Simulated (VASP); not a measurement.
# ZnSe (CsCl type) (Pm-3m) in VASP: a series of runs

ZnSe (CsCl type) is run at these levels: PBE; tasks: single point, relaxation of cell and atoms.

Program: VASP 6.6.1. These are calculated values, not measurements. Logs are shortened: lines on timing, memory, paths and dates and some standing lists are left out, and cuts for length are marked.

### Step 1. The cell of the first run

It takes space group Pm-3m (No. 221, cubic). The conventional cell has a = 2.838 Å, b = 2.838 Å, c = 2.838 Å, α = 90.00°, β = 90.00°, γ = 90.00°. Zn (site symmetry m-3m) has 8 Se at 2.46 Å and 6 Zn at 2.84 Å within 3.2 Å. Within 3.2 Å of Se (site symmetry m-3m) lie 8 Zn at 2.46 Å and 6 Se at 2.84 Å.

### Step 2. Single point, PBE

The input, INCAR:

```
PREC = Accurate ; ENCUT = 520
EDIFF = 1E-6 ; ISMEAR = -1
SIGMA = 0.1 ; LREAL = False
LASPH = True ; NELM = 80
ALGO = Normal ; ISIF = 2
LWAVE = False ; LCHARG = False
GGA = PE ; NBANDS = 16
```

The input, KPOINTS:

```
regular mesh
0
Gamma
  16 16 16
```

The input, POSCAR:

```
ZnSe
1.0
    2.8375962219      0.0000000000      0.0000000000
    0.0000000000      2.8375962219      0.0000000000
    0.0000000000      0.0000000000      2.8375962219
Zn Se
1 1
Direct
    0.0000000000      0.0000000000      0.0000000000
    0.5000000000      0.5000000000      0.5000000000
```

Potentials or basis: VASP PAW PBE potentials, release 64 (Zn, Se).

Launch:

```console
> cat potpaw_PBE.64/Zn/POTCAR potpaw_PBE.64/Se/POTCAR > POTCAR
> mpirun -np 1 vasp_std > vasp.out
```

OUTCAR:

```text
PREC = Accurate
   ENCUT = 520
   EDIFF = 1E-6
   ISMEAR = -1
   LREAL = False
   LASPH = True
   NELM = 80
   ISIF = 2
   GGA = PE

 ion  position               nearest neighbor table
   1  0.000  0.000  0.000-   2 2.46   2 2.46   2 2.46   2 2.46   2 2.46   2 2.46   2 2.46   2 2.46

   2  0.500  0.500  0.500-   1 2.46   1 2.46   1 2.46   1 2.46   1 2.46   1 2.46   1 2.46   1 2.46

  LATTYP: Found a simple cubic cell.
 ALAT       =     2.8375962219

  Lattice vectors:

 A1 = (   2.8375962219,   0.0000000000,   0.0000000000)
 A2 = (   0.0000000000,   2.8375962219,   0.0000000000)
 A3 = (   0.0000000000,   0.0000000000,   2.8375962219)

Analysis of symmetry for initial positions (statically):
=====================================================================
 Subroutine PRICEL returns:
 Original cell was already a primitive cell.

 Routine SETGRP: Setting up the symmetry group for a
 simple cubic supercell.

 Subroutine GETGRP returns: Found 48 space group operations
 (whereof 48 operations were pure point group operations)
 out of a pool of 48 trial point group operations.

The static configuration has the point symmetry O_h .

Analysis of symmetry for dynamics (positions and initial velocities):
=====================================================================
 Subroutine PRICEL returns:
 Original cell was already a primitive cell.

 Routine SETGRP: Setting up the symmetry group for a
 simple cubic supercell.

 Subroutine GETGRP returns: Found 48 space group operations
 (whereof 48 operations were pure point group operations)
 out of a pool of 48 trial point group operations.

The dynamic configuration has the point symmetry O_h .

 Subroutine INISYM returns: Found 48 space group operations
 (whereof 48 operations are pure point group operations),
 and found     1 'primitive' translations

----------------------------------------------------------------------------------------

                                     Primitive cell

  volume of cell :      22.8482

  direct lattice vectors                    reciprocal lattice vectors
     2.837596222  0.000000000  0.000000000     0.352410957  0.000000000  0.000000000
     0.000000000  2.837596222  0.000000000     0.000000000  0.352410957  0.000000000
     0.000000000  0.000000000  2.837596222     0.000000000  0.000000000  0.352410957

  length of vectors
     2.837596222  2.837596222  2.837596222     0.352410957  0.352410957  0.352410957

  position of ions in fractional coordinates (direct lattice)
     0.000000000  0.000000000  0.000000000
     0.500000000  0.500000000  0.500000000

  ion indices of the primitive-cell ions
   primitive index   ion index
                 1           1
                 2           2

----------------------------------------------------------------------------------------

 KPOINTS: regular mesh

Automatic generation of k-mesh.
 Grid dimensions read from file:
 generate k-points for:   16   16   16

 Generating k-lattice:

  Cartesian coordinates                     Fractional coordinates (reciprocal lattice)
     0.022025685  0.000000000  0.000000000     0.062500000  0.000000000  0.000000000
     0.000000000  0.022025685  0.000000000     0.000000000  0.062500000  0.000000000
     0.000000000  0.000000000  0.022025685     0.000000000  0.000000000  0.062500000

  Length of vectors
     0.022025685  0.022025685  0.022025685

  Shift w.r.t. Gamma in fractional coordinates (k-lattice)
     0.000000000  0.000000000  0.000000000

 Subroutine IBZKPT returns following result:
 ===========================================

 Found    165 irreducible k-points:

 Following reciprocal coordinates:
            Coordinates               Weight
  0.000000  0.000000  0.000000      1.000000
  0.062500  0.000000  0.000000      6.000000
  0.125000  0.000000  0.000000      6.000000
  0.187500  0.000000  0.000000      6.000000
  0.250000  0.000000  0.000000      6.000000
  0.312500  0.000000  0.000000      6.000000
[... 16 lines left out ...]
  0.437500  0.125000  0.000000     24.000000
  0.500000  0.125000  0.000000     12.000000
 [... further k-points ...]
   k-points           NKPTS =    165   k-points in BZ     NKDIM =    165   number of bands    NBANDS=     16
   number of dos      NEDOS =    301   number of ions     NIONS =      2
   total plane-waves  NPLWV =  13824
   dimension x,y,z NGX =    24 NGY =   24 NGZ =   24
   dimension x,y,z NGXF=    48 NGYF=   48 NGZF=   48
   ions per type =               1   1
   NGX,Y,Z   is equivalent  to a cutoff of  14.06, 14.06, 14.06 a.u.
   NGXF,Y,Z  is equivalent  to a cutoff of  28.12, 28.12, 28.12 a.u.
 SYSTEM =  unknown system
   PREC   = accura    normal or accurate (medium, high low for compatibility)
   ISTART =      0    job   : 0-new  1-cont  2-samecut
   ICHARG =      2    charge: 1-file 2-atom 10-const
   ISPIN  =      1    spin polarized calculation?
   LNONCOLLINEAR =      F non collinear calculations
   LSORBIT =      F    spin-orbit coupling
   LASPH  =      T    aspherical Exc in radial PAW
   ENCUT  =  520.0 eV  38.22 Ry    6.18 a.u.   5.28  5.28  5.28*2*pi/ulx,y,z
   NELM   =     80;   NELMIN=  2; NELMDL= -5     # of ELM steps
   EDIFF  = 0.1E-05   stopping-criterion for ELM
   LREAL  =      F    real-space projection
   EDIFFG = 0.1E-04   stopping-criterion for IOM
   NSW    =      0    number of steps for IOM
   IBRION =     -1    ionic relax: 0-MD 1-quasi-New 2-CG
   NFREE  =      0    steps in history (QN), initial steepest desc. (CG)
   ISIF   =      2    stress and relaxation
   ISYM   =      2    0-nonsym 1-usesym 2-fastsym
   POTIM  = 0.5000    time-step for ionic-motion
   TEBEG  =    0.0;   TEEND  =   0.0 temperature during run
   PSTRESS=    0.0 pullay stress
   NELECT =      18.0000    total number of electrons
   NUPDOWN=      -1.0000    fix difference up-down
   EMIN   =  10.00;   EMAX   =-10.00  energy-range for DOS
   EFERMI =   0.00;   METHOD = LEGACY
   ISMEAR =    -1;   SIGMA  =   0.10  broadening in eV -4-tet -1-fermi 0-gaus
   EFERMI_NEDOS =   21; number of points for ismear=-14 and -15
   IALGO  =     38    algorithm
   IMIX   =      4    mixing-type and parameters
     AMIX     =   0.40;   BMIX     =  1.00
     AMIX_MAG =   1.60;   BMIX_MAG =  1.00
  volume/ion in A,a.u.               =      11.42        77.09
  Fermi-wavevector in a.u.,A,eV,Ry     =   1.511988  2.857243 31.104392  2.286108
  Thomas-Fermi vector in A             =   2.621972
   LORBIT       =      0    0 simple, 1 ext, 2 COOP (PROOUT), +10 PAW based schemes
   GGA     = PE    functional components
   LHFCALC =     F    Hartree Fock is set to
   AEXX    =    0.0000 exact exchange contribution
   IVDW    =     0    specifies the selected vdW correction
   LEPSILON=     F    determine dielectric tensor
   LRPA    =     F    only Hartree local field effects (RPA)
 non-spin polarized calculation
  energy-cutoff  :      520.00
  volume of cell :       22.85
 maximum number of plane-waves:       632
 NGX is ok and might be reduce to    24
   NGX = 11   NGY = 11   NGZ = 11

 number of electron      18.0000005 magnetization

 Free energy of the ion-electron system (eV)
  ---------------------------------------------------
  ext. energy  EPLUGINS =         0.00000000
  ---------------------------------------------------
  free energy    TOTEN  =        -1.40405412 eV

  energy without entropy =       -1.38053163  energy(sigma->0) =       -1.39229288

 E-fermi :   9.9893     XC(G=0): -13.2746

 val. band max:        9.9778775945   @ k =   0.4375   0.0625   0.0625
 cond. band min:      10.0190618510   @ k =   0.3750   0.1875   0.0625
 fundamental gap:      0.0411842564
 Fermi energy:         9.9892791601

 k-point     1 :       0.0000    0.0000    0.0000
  band No.  band energies     occupation
      1      -9.5497      2.00000
      2       0.8445      2.00000
      3       0.8445      2.00000
      4       1.7764      2.00000
      5       1.7764      2.00000
      6       1.7764      2.00000
[... 8 lines left out ...]
     15      26.6760      0.00000
     16      28.9237      0.00000

 k-point     2 :       0.0625    0.0000    0.0000
  band No.  band energies     occupation
      1      -9.4842      2.00000
      2       0.8405      2.00000
      3       0.8518      2.00000
      4       1.7495      2.00000
      5       1.7495      2.00000
      6       1.7778      2.00000
[... 8 lines left out ...]
     15      26.2272      0.00000
     16      28.9525      0.00000

 k-point     3 :       0.1250    0.0000    0.0000
  band No.  band energies     occupation
      1      -9.2889      2.00000
      2       0.8104      2.00000
      3       0.8724      2.00000
      4       1.6755      2.00000
      5       1.6755      2.00000
      6       1.7819      2.00000
[... 8 lines left out ...]
     15      25.1712      0.00000
     16      27.8941      0.00000

 k-point     4 :       0.1875    0.0000    0.0000
  band No.  band energies     occupation
      1      -8.9695      2.00000
      2       0.6854      2.00000
      3       0.9034      2.00000
      4       1.5709      2.00000
      5       1.5709      2.00000
      6       1.7879      2.00000
[... 8 lines left out ...]
     15      23.9811      0.00000
     16      26.2545      0.00000
[... 324 lines left out ...]
 k-point    22 :       0.3750    0.1250    0.0000
  band No.  band energies     occupation
      1      -7.2300      2.00000
      2      -1.1215      2.00000
      3       1.0266      2.00000
      4       1.2453      2.00000
      5       1.2977      2.00000
      6       1.7543      2.00000
[... 8 lines left out ...]
     15      24.8316      0.00000
     16      27.0682      0.00000

 k-point    23 :       0.4375    0.1250    0.0000
  band No.  band energies     occupation
      1      -6.7576      2.00000
      2      -1.8440      2.00000
      3       1.0665      2.00000
      4       1.1884      2.00000
      5       1.2473      2.00000
      6       1.7608      2.00000
[... 8 lines left out ...]
     15      24.2102      0.00000
     16      27.4340      0.00000

 k-point    24 :       0.5000    0.1250    0.0000
  band No.  band energies     occupation
      1      -6.5565      2.00000
      2      -2.1379      2.00000
      3       1.0895      2.00000
      4       1.1584      2.00000
      5       1.2299      2.00000
      6       1.7631      2.00000
[... 8 lines left out ...]
     15      23.9776      0.00000
     16      27.5845      0.00000

 [... further k-points ...]

------------------------ aborting loop because EDIFF is reached ----------------------------------------

  FORCE on cell =-STRESS in cart. coord.  units (eV):
  Direction    XX          YY          ZZ          XY          YZ          ZX
  --------------------------------------------------------------------------------------
  -------------------------------------------------------------------------------------
  Total       14.5037139     14.5037139     14.5037139     -0.0000000      0.0000000      0.0000000
  in kB     1017.0399547   1017.0399547   1017.0399547     -0.0000000      0.0000000      0.0000000
  external PRESSURE =    1017.0399547 kB  Pullay stress =       0.0000000 kB

 VOLUME and BASIS-vectors are now :
 -----------------------------------------------------------------------------
  energy-cutoff  :      520.00
  volume of cell :       22.85
      direct lattice vectors                 reciprocal lattice vectors
     2.837596222  0.000000000  0.000000000     0.352410957  0.000000000  0.000000000
     0.000000000  2.837596222  0.000000000     0.000000000  0.352410957  0.000000000
     0.000000000  0.000000000  2.837596222     0.000000000  0.000000000  0.352410957

 POSITION                                       TOTAL-FORCE (eV/Angst)
 -----------------------------------------------------------------------------------
      0.00000      0.00000      0.00000         0.000000      0.000000      0.000000
      1.41880      1.41880      1.41880         0.000000      0.000000      0.000000
 -----------------------------------------------------------------------------------
    total drift:                                0.000000      0.000000      0.000000

  FREE ENERGIE OF THE ION-ELECTRON SYSTEM (eV)
  ---------------------------------------------------
  free  energy   TOTEN  =        -1.4040541227 eV

  energy  without entropy=       -1.3805316320  energy(sigma->0) =       -1.39229288
```

Run time: 36 s. Hardware: 1 thread of AMD EPYC 7R13 (Zen 3), shared host; peak memory 0.16 GiB.

Results:

| Quantity | Value |
| --- | --- |
| Free energy | -1.4041 eV |
| Pressure | 101.7 GPa |
| Band gap on the k mesh | zero (bands 9 and 10 overlap by 3.58 eV) |

Levels at points of the mesh, in eV from the Fermi level:
| k point | band 5 | band 6 | band 7 | band 8 | band 9 | band 10 | band 11 | band 12 | band 13 | band 14 |
| --- | --- | --- | --- | --- | --- | --- | --- | --- | --- | --- |
| (0.00, 0.00, 0.00) | -8.21 | -8.21 | -2.19 | -2.19 | -2.19 | 1.94 | 4.97 | 4.97 | 16.69 | 16.69 |
| (0.50, 0.00, 0.00) | -8.80 | -8.18 | -7.56 | 1.06 | 1.06 | 5.41 | 6.42 | 7.04 | 7.04 | 7.94 |
| (0.50, 0.50, 0.00) | -8.51 | -8.51 | -7.88 | -7.27 | -3.40 | 1.69 | 10.23 | 10.23 | 10.53 | 12.39 |
| (0.50, 0.50, 0.50) | -7.87 | -7.87 | -3.64 | -3.64 | -3.64 | -1.17 | -1.17 | -1.17 | 2.68 | 26.55 |

Caveat: the cell stands under pressure.

### Step 3. Relaxation of cell and atoms, PBE, target pressure 100 GPa, at which the enthalpy is minimised

The input, INCAR:

```
PREC     = Accurate       # precision mode
ENCUT    = 600            # plane-wave cutoff, eV
EDIFF    = 1E-7           # SCF threshold, eV
ISMEAR   = -1             # smearing method
SIGMA    = 0.1            # smearing width, eV
LREAL    = False          # projectors in reciprocal space
LASPH    = True           # aspherical terms in the spheres
NELM     = 80             # most SCF steps
ALGO     = Normal         # electronic algorithm
ISIF     = 3              # what is computed and relaxed
LWAVE    = False          # write WAVECAR
LCHARG   = False          # write CHGCAR
GGA      = PE             # functional
IBRION   = 2              # ionic algorithm
NSW      = 32             # ionic steps
EDIFFG   = -0.005         # ionic threshold
PSTRESS  = 1000.0
```

The input, KPOINTS:

```
Automatic mesh
0
Gamma
  16 16 16
```

POSCAR is that of step 2.

Potentials or basis: VASP PAW PBE potentials, release 64 (Zn, Se).

Launch:

```console
> cat potpaw_PBE.64/Zn/POTCAR potpaw_PBE.64/Se/POTCAR > POTCAR
> mpirun -np 1 vasp_std > vasp.out
```

Wall time 80 s (1 thread of AMD EPYC 7R13 (Zen 3), shared host); peak memory 0.17 GiB.

The run converged. Its results:

```yaml
Free_energy: -1.4579 eV
Relaxed_volume: 11.47 Å³/atom
Relaxed_cell: a = 2.841 Å, b = 2.841 Å, c = 2.841 Å, α = 90.00°, β = 90.00°, γ = 90.00°
Space_group_after_relaxing_to_0.1_Å: Pm-3m (No. 221)
Energy_change_on_relaxing_the_run_minimises_the_enthalpy: -26.9 meV/atom
Ionic_steps: 3
Pressure_after_relaxing: 100.0 GPa
Band_gap_on_the_k_mesh: zero (bands 9 and 10 overlap by 3.55 eV)
```

Step by step:
| step | energy change (eV) | largest force (eV/Å) | pressure (GPa) | volume (Å³) |
| --- | --- | --- | --- | --- |
| 1 | 0.0000 | 0.0000 | 101.63 | 22.85 |
| 2 | -0.2365 | 0.0000 | 94.48 | 23.23 |
| 3 | -0.0539 | 0.0000 | 100.02 | 22.93 |

Final structure:
```
CELL_PARAMETERS angstrom
2.84114 0.00000 0.00000
0.00000 2.84114 0.00000
0.00000 0.00000 2.84114
ATOMIC_POSITIONS crystal
Zn 0.00000 0.00000 0.00000
Se 0.50000 0.50000 0.50000
```

Levels at points of the mesh, in eV from the Fermi level:
| k point | band 6 | band 7 | band 8 | band 9 | band 10 | band 11 | band 12 | band 13 |
| --- | --- | --- | --- | --- | --- | --- | --- | --- |
| (0.00, 0.00, 0.00) | -8.20 | -2.18 | -2.18 | -2.18 | 1.91 | 4.98 | 4.98 | 16.63 |
| (0.50, 0.00, 0.00) | -8.16 | -7.55 | 1.05 | 1.05 | 5.38 | 6.43 | 7.04 | 7.04 |
| (0.50, 0.50, 0.00) | -8.49 | -7.87 | -7.26 | -3.38 | 1.68 | 10.22 | 10.22 | 10.51 |
| (0.50, 0.50, 0.50) | -7.85 | -3.63 | -3.63 | -3.63 | -1.15 | -1.15 | -1.15 | 2.66 |

Caveat: the cell is relaxed towards a set pressure, so the run minimises the enthalpy, not the energy.

The gap in the log of VASP goes by the Fermi energy; the results here count the filled bands.